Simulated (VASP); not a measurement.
# Si15C7 in VASP: a series of runs

Runs on Si15C7. Level: PBE. Tasks: single point.

Program: VASP 6.6.1. These are calculated values, not measurements. Logs are shortened: lines on timing, memory, paths and dates and some standing lists are left out, and cuts for length are marked.

### Step 1. The cell of the first run

The cell holds a disordered packing, 22 atoms: a = 7.051 Å, b = 7.452 Å, c = 6.943 Å, α = 85.54°, β = 91.29°, γ = 88.87°.

### Step 2. Single point, PBE

INCAR reads:

```
SYSTEM = Si15C7
ALGO     = Normal         ! electronic algorithm
EDIFF    = 1E-6           ! SCF threshold, eV
ENCUT    = 520            ! plane-wave cutoff, eV
GGA      = PE             ! functional
GGA_COMPAT= .False.      
ISIF     = 2              ! what is computed and relaxed
ISMEAR   = -1             ! smearing method
ISYM     = -1           
LASPH    = .True.         ! aspherical terms in the spheres
LCHARG   = .False.        ! write CHGCAR
LREAL    = Auto         
LWAVE    = .False.        ! write WAVECAR
NBANDS   = 61             ! bands
NELM     = 120            ! most SCF steps
PREC     = Accurate       ! precision mode
SIGMA    = 0.3447         ! smearing width, eV
```

KPOINTS reads:

```
explicit points
1
Reciprocal
  0.25000000   0.25000000   0.25000000 1
```

POSCAR reads:

```
Si15C7
1.0
    7.0498510000      0.0733280000     -0.0802340000
    0.0733280000      7.4467350000      0.2804210000
   -0.0802340000      0.2804210000      6.9363850000
Si C
15 7
Direct
    0.5399101565      0.1723124896      1.0469437770
    0.4578235021      0.7522322463      0.0591415113
    0.9275497367      0.5516662741      0.2839198253
    0.9475741966      0.2744410443      0.6729579797
    0.7044637566      0.7692689372      0.8014740791
    0.3564347543      0.4057995063      0.4556469231
    0.3085061307      0.8650971458      0.3433967800
    0.3945185626     -0.0633963756      0.7034842324
    0.2503714553      0.5869639654     -0.0299954110
    0.6100785538      0.6780870966      0.3834493300
    0.9171336506      0.9195075619      0.5742233269
    0.1579664570      0.8947426719      0.9492444041
    0.1027649042      0.5025744304      0.6426831577
   -0.0005132898      0.1220157123      0.1896147703
    0.8218490685      0.3873261889      1.0369336248
    0.2558324497      0.3344229654      0.9300199222
    0.4241923414      0.1071120755      0.3010708277
    0.7240666391      0.1131585143      0.5664631849
    0.5090596263      0.1334519019      0.4729700232
    0.8833653626      0.5903585730     -0.0747314350
    0.0037833371      0.7286914562      0.0117338016
    0.2450005992      0.2402397013      0.2722413939
```

Potentials or basis: VASP PAW PBE potentials, release 64 (Si, C).

Command:

```bash
cat potpaw_PBE.64/Si/POTCAR potpaw_PBE.64/C/POTCAR > POTCAR
mpirun -np 1 vasp_std > vasp.out
```

OUTCAR:

```text
SYSTEM = Si15C7
   EDIFF = 1E-6
   ENCUT = 520
   GGA = PE
   ISIF = 2
   ISMEAR = -1
   ISYM = -1
   LASPH = .True.
   LREAL = Auto
   NELM = 120
   PREC = Accurate

 ion  position               nearest neighbor table
   1  0.540  0.172  0.047-  17 1.99  16 2.41  15 2.58
   2  0.458  0.752  0.059-   9 2.05  12 2.43   7 2.46  10 2.49   5 2.52   8 2.75
   3  0.928  0.552  0.284-  21 2.30  15 2.30  20 2.50  10 2.54  13 2.75
   4  0.948  0.274  0.673-  13 2.04  18 2.15  11 2.79  15 2.88
   5  0.704  0.769  0.801-  20 1.95  11 2.43   2 2.52  21 2.54   8 2.55  10 3.09
   6  0.356  0.406  0.456-  22 2.00  19 2.27  13 2.37  17 2.59  10 2.76
   7  0.309  0.865  0.343-  17 2.00   2 2.46  10 2.52   8 2.66  12 2.90  14 2.99
   8  0.395  0.937  0.703-  19 2.26  12 2.42   5 2.55   7 2.66   2 2.75
   9  0.250  0.587  0.970-  16 1.92   2 2.05  21 2.05  12 2.36  20 2.60  13 2.60
  10  0.610  0.678  0.383-   2 2.49   7 2.52   3 2.54   6 2.76   5 3.09
  11  0.917  0.920  0.574-  18 1.96   5 2.43   4 2.79  14 3.04  12 3.07
  12  0.158  0.895  0.949-  21 1.70   9 2.36   8 2.42   2 2.43  14 2.71   7 2.90  11 3.07
  13  0.103  0.503  0.643-   4 2.04   6 2.37  16 2.48   9 2.60   3 2.75
  14  0.999  0.122  0.190-  22 2.05  15 2.47  12 2.71   7 2.99  11 3.04
  15  0.822  0.387  0.037-  20 1.71   3 2.30  14 2.47   1 2.58   4 2.88
  16  0.256  0.334  0.930-   9 1.92   1 2.41  13 2.48
  17  0.424  0.107  0.301-  19 1.35  22 1.59   1 1.99   7 2.00   6 2.59
  18  0.724  0.113  0.566-  19 1.64  11 1.96   4 2.15
  19  0.509  0.133  0.473-  17 1.35  18 1.64   8 2.26   6 2.27
  20  0.883  0.590  0.925-  21 1.50  15 1.71   5 1.95   3 2.50   9 2.60
  21  0.004  0.729  0.012-  20 1.50  12 1.70   9 2.05   3 2.30   5 2.54
  22  0.245  0.240  0.272-  17 1.59   6 2.00  14 2.05

IMPORTANT INFORMATION: All symmetrisations will be switched off!
NOSYMM: (Re-)initialisation of all symmetry stuff for point group C_1.

----------------------------------------------------------------------------------------

                                     Primitive cell

  volume of cell :     363.5060

  direct lattice vectors                    reciprocal lattice vectors
     7.049851000  0.073328000 -0.080234000     0.141881518 -0.001461133  0.001700231
     0.073328000  7.446735000  0.280421000    -0.001461133  0.134506834 -0.005454682
    -0.080234000  0.280421000  6.936385000     0.001700231 -0.005454682  0.144407501

  length of vectors
     7.050688875  7.452373789  6.942514696     0.141899227  0.134625320  0.144520485

  position of ions in fractional coordinates (direct lattice)
     0.539910156  0.172312490  0.046943777
     0.457823502  0.752232246  0.059141511
     0.927549737  0.551666274  0.283919825
     0.947574197  0.274441044  0.672957980
     0.704463757  0.769268937  0.801474079
     0.356434754  0.405799506  0.455646923
[... 14 lines left out ...]
     0.003783337  0.728691456  0.011733802
     0.245000599  0.240239701  0.272241394

  ion indices of the primitive-cell ions
   primitive index   ion index
                 1           1
                 2           2
                 3           3
                 4           4
                 5           5
                 6           6
[... 14 lines left out ...]
                21          21
                22          22

----------------------------------------------------------------------------------------

 KPOINTS: explicit points

Read explicit list of k-points.

 Found      1 k-points:

 Following reciprocal coordinates:
            Coordinates               Weight
  0.250000  0.250000  0.250000      1.000000
   k-points           NKPTS =      1   k-points in BZ     NKDIM =      1   number of bands    NBANDS=     61
   number of dos      NEDOS =    301   number of ions     NIONS =     22
   total plane-waves  NPLWV = 163296
   dimension x,y,z NGX =    54 NGY =   56 NGZ =   54
   dimension x,y,z NGXF=   108 NGYF=  112 NGZF=  108
   ions per type =              15   7
   NGX,Y,Z   is equivalent  to a cutoff of  12.73, 12.49, 12.93 a.u.
   NGXF,Y,Z  is equivalent  to a cutoff of  25.46, 24.98, 25.86 a.u.
 SYSTEM =  Si15C7
   PREC   = accura    normal or accurate (medium, high low for compatibility)
   ISTART =      0    job   : 0-new  1-cont  2-samecut
   ICHARG =      2    charge: 1-file 2-atom 10-const
   ISPIN  =      1    spin polarized calculation?
   LNONCOLLINEAR =      F non collinear calculations
   LSORBIT =      F    spin-orbit coupling
   LASPH  =      T    aspherical Exc in radial PAW
   ENCUT  =  520.0 eV  38.22 Ry    6.18 a.u.  13.11 13.86 12.91*2*pi/ulx,y,z
   NELM   =    120;   NELMIN=  2; NELMDL= -5     # of ELM steps
   EDIFF  = 0.1E-05   stopping-criterion for ELM
   LREAL  =      T    real-space projection
   EDIFFG = 0.1E-04   stopping-criterion for IOM
   NSW    =      0    number of steps for IOM
   IBRION =     -1    ionic relax: 0-MD 1-quasi-New 2-CG
   NFREE  =      0    steps in history (QN), initial steepest desc. (CG)
   ISIF   =      2    stress and relaxation
   ISYM   =     -1    0-nonsym 1-usesym 2-fastsym
   POTIM  = 0.5000    time-step for ionic-motion
   TEBEG  =    0.0;   TEEND  =   0.0 temperature during run
   PSTRESS=    0.0 pullay stress
   NELECT =      88.0000    total number of electrons
   NUPDOWN=      -1.0000    fix difference up-down
   EMIN   =  10.00;   EMAX   =-10.00  energy-range for DOS
   EFERMI =   0.00;   METHOD = LEGACY
   ISMEAR =    -1;   SIGMA  =   0.34  broadening in eV -4-tet -1-fermi 0-gaus
   EFERMI_NEDOS =   21; number of points for ismear=-14 and -15
   IALGO  =     38    algorithm
   IMIX   =      4    mixing-type and parameters
     AMIX     =   0.40;   BMIX     =  1.00
     AMIX_MAG =   1.60;   BMIX_MAG =  1.00
  volume/ion in A,a.u.               =      16.52       111.50
  Fermi-wavevector in a.u.,A,eV,Ry     =   1.020309  1.928105 14.164088  1.041031
  Thomas-Fermi vector in A             =   2.153872
   LORBIT       =      0    0 simple, 1 ext, 2 COOP (PROOUT), +10 PAW based schemes
   GGA     = PE    functional components
   LHFCALC =     F    Hartree Fock is set to
   AEXX    =    0.0000 exact exchange contribution
   IVDW    =     0    specifies the selected vdW correction
   LEPSILON=     F    determine dielectric tensor
   LRPA    =     F    only Hartree local field effects (RPA)
 non-spin polarized calculation
  energy-cutoff  :      520.00
  volume of cell :      363.51
 maximum number of plane-waves:      9785
 NGX is ok and might be reduce to    54
   NGX = 27   NGY = 27   NGZ = 25

 number of electron      87.9999999 magnetization

 Free energy of the ion-electron system (eV)
  ---------------------------------------------------
  ext. energy  EPLUGINS =         0.00000000
  ---------------------------------------------------
  free energy    TOTEN  =      -121.33286198 eV

  energy without entropy =     -117.76764802  energy(sigma->0) =     -119.55025500

 E-fermi :   5.7507     XC(G=0):  -9.7635

 val. band max:        5.5360593163   @ k =   0.2500   0.2500   0.2500
 cond. band min:       5.8282236637   @ k =   0.2500   0.2500   0.2500
 fundamental gap:      0.2921643474
 Fermi energy:         5.7507030956

 k-point     1 :       0.2500    0.2500    0.2500
  band No.  band energies     occupation
      1     -10.6545      2.00000
      2     -10.0352      2.00000
      3      -7.1924      2.00000
      4      -6.9123      2.00000
      5      -5.8093      2.00000
      6      -5.4000      2.00000
[... 48 lines left out ...]
     55       8.1407      0.00195
     56       8.2184      0.00155
 [bands above 56 left out]

------------------------ aborting loop because EDIFF is reached ----------------------------------------

  FORCE on cell =-STRESS in cart. coord.  units (eV):
  Direction    XX          YY          ZZ          XY          YZ          ZX
  --------------------------------------------------------------------------------------
  -------------------------------------------------------------------------------------
  Total      -14.8462654      3.0082443    -10.7028781     12.6332977      2.9164587      3.0774234
  in kB      -65.4359182     13.2590402    -47.1736587     55.6821134     12.8544887     13.5639516
  external PRESSURE =     -33.1168456 kB  Pullay stress =       0.0000000 kB

 VOLUME and BASIS-vectors are now :
 -----------------------------------------------------------------------------
  energy-cutoff  :      520.00
  volume of cell :      363.51
      direct lattice vectors                 reciprocal lattice vectors
     7.049851000  0.073328000 -0.080234000     0.141881518 -0.001461133  0.001700231
     0.073328000  7.446735000  0.280421000    -0.001461133  0.134506834 -0.005454682
    -0.080234000  0.280421000  6.936385000     0.001700231 -0.005454682  0.144407501

 POSITION                                       TOTAL-FORCE (eV/Angst)
 -----------------------------------------------------------------------------------
      3.81515      1.33592      0.33062        -1.426835      0.843144     -0.653186
      3.27800      5.65183      0.58444         3.785127      2.289810      1.676718
      6.55676      4.25575      2.04966         0.263661      2.115389      1.104012
      6.64639      2.30189      4.66883        -3.889854     -5.416402      0.439275
      4.95847      6.00495      5.71853        -0.040391     -0.709250     -0.474975
      2.50601      3.17579      3.24574         0.330090     -1.127698     -0.782009
[... 14 lines left out ...]
      0.07916      5.42994      0.28543        -2.214980     -5.199315      1.239841
      1.72299      1.88331      1.93608         0.616847     -0.651909     -0.511335
 -----------------------------------------------------------------------------------
    total drift:                                0.018053     -0.004385      0.011984

  FREE ENERGIE OF THE ION-ELECTRON SYSTEM (eV)
  ---------------------------------------------------
  free  energy   TOTEN  =      -121.3328619794 eV

  energy  without entropy=     -117.7676480212  energy(sigma->0) =     -119.55025500
```

Run time: 61 s. Hardware: 1 thread of Intel Xeon Platinum 8259CL at 2.50GHz (Skylake/Cascade Lake), shared host; peak memory 0.36 GiB.

What came out:

```
Free energy   : -121.3329 eV
Pressure      : -3.3 GPa
Largest force : 7.983 eV/Å
```

Forces in eV/Å, atoms in the order of the input:
```
Si  -1.427  0.843 -0.653
Si   3.785  2.290  1.677
Si   0.264  2.115  1.104
Si  -3.890 -5.416  0.439
Si  -0.040 -0.709 -0.475
Si   0.330 -1.128 -0.782
Si   0.191  0.081  0.496
Si   0.195  0.265 -1.314
Si  -2.757 -4.915 -1.200
Si  -0.134 -0.696  0.690
Si  -0.995  1.188 -0.044
Si   0.709  4.626 -0.312
Si   2.705  3.420 -0.319
Si   2.155  0.560 -0.280
Si  -1.504 -4.644 -0.035
C    0.487  0.594  0.939
C   -2.480  0.413 -3.669
C   -1.210  0.579 -1.458
C    4.901  1.982  5.981
C    0.312  4.402 -1.515
C   -2.215 -5.199  1.240
C    0.617 -0.652 -0.511
```

Levels at points of the mesh, in eV from the Fermi level:
```csv
k point,band 40,band 41,band 42,band 43,band 44,band 45,band 46,band 47,band 48,band 49
"(0.25, 0.25, 0.25)",-0.94,-0.75,-0.45,-0.32,-0.21,0.08,0.32,0.62,0.80,1.06
```

Caveat: the atoms stand as in a frame of molecular dynamics.

### Step 3. Single point, PBE

INCAR reads:

```
ALGO = Normal ; EDIFF = 1E-6
ENCUT = 520 ; GGA = PE
GGA_COMPAT = False ; ISIF = 2
ISMEAR = -1 ; ISYM = -1
LASPH = True ; LCHARG = False
LREAL = Auto ; LWAVE = False
NBANDS = 61 ; NELM = 120
PREC = Accurate ; SIGMA = 0.3447
```

KPOINTS is that of step 2.

POSCAR reads:

```
Si15C7
1.0
    7.0498510000      0.0733280000     -0.0802340000
    0.0733280000      7.4467350000      0.2804210000
   -0.0802340000      0.2804210000      6.9363850000
Si C
15 7
Direct
    0.5290830688      0.1645310422      1.1671926359
    0.3403285211      0.7563607797      0.0757757063
    1.0833327318      0.3817201435      0.4718213845
    0.8414853524      0.1192988144      0.8307363047
    0.6602500276      0.7995046463      0.5023231277
    0.4419582123      0.4799788244      0.4912933658
    0.3503355828      0.8971655424      0.4886957351
    0.5371994129     -0.1045325260      0.7727105363
    0.2236948904      0.4614393742      0.0906856590
    0.8112112755      0.5366623423      0.3058802726
    0.9255861314      0.9349137340      0.6383038187
    0.0099859824      0.9443417975      1.0796717518
    0.1007985392      0.7226794945      0.6989346704
   -0.1234403535      0.1684503835      0.2307504358
    0.9745156100      0.3608521427      0.7990180428
    0.4071339273      0.3133848587      0.9503628025
    0.5020896259      0.0085134979      0.3609109494
    0.5893677735      0.1578483271      0.7706918443
    0.4607373925      0.3226007317      0.7520830785
    0.8859296631      0.6184700460     -0.1331319280
    0.0064864100      0.7395875654      0.0030124548
    0.3677322547      0.3624686923      0.2584030149
```

Potentials or basis: VASP PAW PBE potentials, release 64 (Si, C).

Command:

```bash
cat potpaw_PBE.64/Si/POTCAR potpaw_PBE.64/C/POTCAR > POTCAR
mpirun -np 1 vasp_std > vasp.out
```

It took 66 s on 1 thread of Intel Xeon Platinum 8259CL at 2.50GHz (Skylake/Cascade Lake), shared host; peak memory 0.36 GiB.

The run converged. Its results:

```
Free energy   : -119.8935 eV
Pressure      : 3.9 GPa
Largest force : 7.800 eV/Å
```

Forces in eV/Å, atoms in the order of the input:
```
Si  -0.366  2.977 -1.356
Si  -0.575  1.196 -0.807
Si  -0.141  0.044 -0.063
Si  -3.210 -0.332  2.419
Si   1.542 -0.996 -2.479
Si  -0.185 -0.594  0.487
Si  -5.735 -2.802  2.670
Si  -0.889  1.146  2.300
Si  -2.487  0.781 -4.807
Si  -0.521  0.251  0.333
Si  -2.290  2.196 -4.268
Si   1.840  2.661  1.488
Si   3.521 -4.750  1.348
Si  -0.406  1.470  1.136
Si   2.248  5.962  0.813
C   -0.512  0.556 -2.489
C    4.006  0.198 -2.021
C   -1.158 -0.051 -0.546
C    1.375 -2.114  1.413
C    2.315  0.695  1.221
C   -1.732 -6.763 -3.477
C    3.359 -1.732  6.686
```

Stress tensor (GPa, compression positive):
```
 3.92  0.44 -0.11
 0.44  6.82  0.02
-0.11  0.02  1.07
```

Levels at points of the mesh, in eV from the Fermi level:
| k point | band 41 | band 42 | band 43 | band 44 | band 45 | band 46 | band 47 | band 48 |
| --- | --- | --- | --- | --- | --- | --- | --- | --- |
| (0.25, 0.25, 0.25) | -0.74 | -0.58 | -0.31 | -0.11 | 0.03 | 0.36 | 0.49 | 0.91 |

Caveat: the atoms stand as in a frame of molecular dynamics.
